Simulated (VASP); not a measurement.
# Sm2B2Rh (P-3m1) in VASP: a series of runs, part 2 of 2

VASP 6.6.1. The steps go on from the part before.

### Step 3. Single point, PBE

This run uses another cell than the first one, of 18.77 Å³/atom.

INCAR

```
ALGO = Normal
EDIFF = 1E-6
ENCUT = 500
GGA = PE
GGA_COMPAT = False
ISIF = 2
ISMEAR = 0
LASPH = True
LCHARG = True
LELF = True
LMAXMIX = 6
LREAL = False
LVHAR = True
LWAVE = False
NBANDS = 30
NELM = 200
PREC = Accurate
SIGMA = 0.1
```

KPOINTS

```
k-points
0
Gamma
  6 6 4
```

POSCAR

```
Sm2B2Rh
1.0
    3.6964458689      0.0000000000      0.0000000000
   -1.8482229344      3.2012160262      0.0000000000
    0.0000000000      0.0000000000      7.9300759996
Sm B Rh
2 2 1
Direct
    0.3333333333      0.6666666667      0.2826584611
    0.6666666667      0.3333333333      0.7173415389
    0.3333333333      0.6666666667     -0.0732200229
    0.6666666667      0.3333333333      1.0732200229
    0.0000000000      0.0000000000      0.0000000000
```

Potentials or basis: VASP PAW PBE potentials, release 64 (Sm_3, B, Rh_pv), 4f in core.

Started as:

```
$ cat potpaw_PBE.64/Sm_3/POTCAR potpaw_PBE.64/B/POTCAR potpaw_PBE.64/Rh_pv/POTCAR > POTCAR
$ mpirun -np 1 vasp_std > vasp.out
```

OUTCAR:

```text
EDIFF = 1E-6
   ENCUT = 500
   GGA = PE
   ISIF = 2
   ISMEAR = 0
   LASPH = True
   LREAL = False
   NELM = 200
   PREC = Accurate

 ion  position               nearest neighbor table
   1  0.333  0.667  0.283-   4 2.70   4 2.70   4 2.70   3 2.82   5 3.09   5 3.09   5 3.09
   2  0.667  0.333  0.717-   3 2.70   3 2.70   3 2.70   4 2.82   5 3.09   5 3.09   5 3.09
   3  0.333  0.667  0.927-   5 2.21   5 2.21   5 2.21   2 2.70   2 2.70   2 2.70   1 2.82
   4  0.667  0.333  0.073-   5 2.21   5 2.21   5 2.21   1 2.70   1 2.70   1 2.70   2 2.82
   5  0.000  0.000  0.000-   3 2.21   4 2.21   3 2.21   4 2.21   4 2.21   3 2.21   1 3.09   2 3.09
                             1 3.09   2 3.09   1 3.09   2 3.09

  LATTYP: Found a hexagonal cell.
 ALAT       =     3.6964458689
 C/A-ratio  =     2.1453245309

  Lattice vectors:

 A1 = (   3.6964458689,   0.0000000000,   0.0000000000)
 A2 = (  -1.8482229344,   3.2012160262,   0.0000000000)
 A3 = (   0.0000000000,   0.0000000000,   7.9300759996)

Analysis of symmetry for initial positions (statically):
=====================================================================
 Subroutine PRICEL returns:
[... 179 lines left out ...]
 val. band max:        4.7467863356   @ k =   0.3333   0.3333   0.0000
 cond. band min:       4.8316228832   @ k =   0.3333   0.1667   0.2500
 fundamental gap:      0.0848365476
 Fermi energy:         4.8102004246

 k-point     1 :       0.0000    0.0000    0.0000
  band No.  band energies     occupation
      1     -41.8811      2.00000
      2     -41.8811      2.00000
      3     -41.6676      2.00000
      4     -35.8773      2.00000
      5     -35.8630      2.00000
      6     -15.5992      2.00000
[... 781 lines left out ...]
     29       9.9284      0.00000
     30      10.3660      0.00000

------------------------ aborting loop because EDIFF is reached ----------------------------------------

  FORCE on cell =-STRESS in cart. coord.  units (eV):
  Direction    XX          YY          ZZ          XY          YZ          ZX
  --------------------------------------------------------------------------------------
  -------------------------------------------------------------------------------------
  Total        0.2566400      0.2566400      0.3620257      0.0000000      0.0000000      0.0000000
  in kB        4.3818569      4.3818569      6.1812075      0.0000000      0.0000000      0.0000000
  external PRESSURE =       4.9816404 kB  Pullay stress =       0.0000000 kB

 VOLUME and BASIS-vectors are now :
 -----------------------------------------------------------------------------
  energy-cutoff  :      500.00
  volume of cell :       93.84
      direct lattice vectors                 reciprocal lattice vectors
     3.696445869  0.000000000  0.000000000     0.270530135  0.156190646  0.000000000
    -1.848222934  3.201216026  0.000000000     0.000000000  0.312381293  0.000000000
     0.000000000  0.000000000  7.930076000     0.000000000  0.000000000  0.126102196

 POSITION                                       TOTAL-FORCE (eV/Angst)
 -----------------------------------------------------------------------------------
     -0.00000      2.13414      2.24150         0.000000     -0.000000      0.035667
      1.84822      1.06707      5.68857        -0.000000      0.000000     -0.035667
     -0.00000      2.13414      7.34944         0.000000      0.000000      0.017038
      1.84822      1.06707      0.58064        -0.000000     -0.000000     -0.017038
      0.00000      0.00000      0.00000         0.000000      0.000000     -0.000000
 -----------------------------------------------------------------------------------
    total drift:                                0.000000     -0.000000      0.000000

  FREE ENERGIE OF THE ION-ELECTRON SYSTEM (eV)
  ---------------------------------------------------
  free  energy   TOTEN  =       -31.4789646070 eV

  energy  without entropy=      -31.4699338154  energy(sigma->0) =      -31.47444921
```

OSZICAR:

```text
N       E                     dE             d eps       ncg     rms          rms(c)
DAV:   1     0.391151069383E+03    0.39115E+03   -0.21853E+04  1472   0.132E+03
DAV:   2    -0.204223795874E+02   -0.41157E+03   -0.40022E+03  1590   0.391E+02
DAV:   3    -0.350228039037E+02   -0.14600E+02   -0.14296E+02  1828   0.733E+01
DAV:   4    -0.352745415241E+02   -0.25174E+00   -0.25086E+00  1802   0.916E+00
DAV:   5    -0.352807145490E+02   -0.61730E-02   -0.61710E-02  1786   0.134E+00    0.181E+01
DAV:   6    -0.318074656522E+02    0.34732E+01   -0.31725E+01  1798   0.276E+01    0.525E+00
DAV:   7    -0.315935485842E+02    0.21392E+00   -0.34139E+00  1730   0.128E+01    0.432E+00
DAV:   8    -0.314910549535E+02    0.10249E+00   -0.68655E-01  1752   0.442E+00    0.245E+00
DAV:   9    -0.314829531454E+02    0.81018E-02   -0.10406E-01  1670   0.161E+00    0.457E-01
DAV:  10    -0.314792322989E+02    0.37208E-02   -0.11909E-02  1716   0.648E-01    0.138E-01
DAV:  11    -0.314789900333E+02    0.24227E-03   -0.43649E-03  1794   0.288E-01    0.498E-02
DAV:  12    -0.314789636974E+02    0.26336E-04   -0.40332E-04  1744   0.108E-01    0.130E-02
DAV:  13    -0.314789646788E+02   -0.98145E-06   -0.17733E-05  1666   0.279E-02    0.518E-03
DAV:  14    -0.314789646070E+02    0.71876E-07   -0.31061E-06  1524   0.118E-02
   1 F= -.31478965E+02 E0= -.31474449E+02  d E =-.903079E-02
```

stdout:

```text
POSCAR found type information on POSCAR SmB Rh
 POSCAR found :  3 types and       5 ions
 scaLAPACK will be used
 LDA part: xc-table for (Slater+PW92), standard interpolation
 POSCAR, INCAR and KPOINTS ok, starting setup
 FFT: planning ... GRIDC
 FFT: planning ... GRID_SOFT
 FFT: planning ... GRID
 WAVECAR not read
 entering main loop
```

It took 34 s on 1 thread of AMD EPYC 9R45 (Zen 5), shared host; peak memory 0.21 GiB.

Results:

| Property | Result |
| --- | --- |
| Free energy | -31.4790 eV |
| Pressure | 0.5 GPa |
| Largest force | 0.036 eV/Å |
| Band gap on the k mesh | zero (an odd number of electrons rules out a gap without spin polarisation) |

Forces in eV/Å, atoms in the order of the input:
```
Sm   0.000  0.000  0.036
Sm   0.000  0.000 -0.036
B    0.000  0.000  0.017
B    0.000  0.000 -0.017
Rh   0.000  0.000  0.000
```

Stress tensor (GPa, compression positive):
```
0.44 0.00 0.00
0.00 0.44 0.00
0.00 0.00 0.62
```

Levels at points of the mesh, in eV from the Fermi level:
| k point | band 19 | band 20 | band 21 | band 22 | band 23 | band 24 | band 25 | band 26 |
| --- | --- | --- | --- | --- | --- | --- | --- | --- |
| (0.00, 0.00, 0.00) | -1.18 | 0.50 | 0.55 | 0.65 | 0.65 | 1.74 | 2.41 | 2.41 |
| (0.50, 0.00, 0.00) | -2.08 | -1.82 | -1.24 | -0.60 | 0.27 | 1.56 | 2.60 | 3.88 |
| (0.00, 0.00, 0.50) | -1.13 | -0.12 | 0.75 | 0.75 | 0.91 | 2.14 | 2.14 | 2.88 |
| (0.50, 0.00, 0.50) | -2.02 | -1.92 | -0.93 | -0.40 | 0.17 | 1.12 | 3.00 | 3.04 |

Caveat: spin-orbit coupling is left out, which moves the levels of the heavy elements; the 4f electrons are frozen in the core, so they carry no moment and show no levels. Spin polarisation is off, so any magnetic state and its effect on volume and gap are missing.
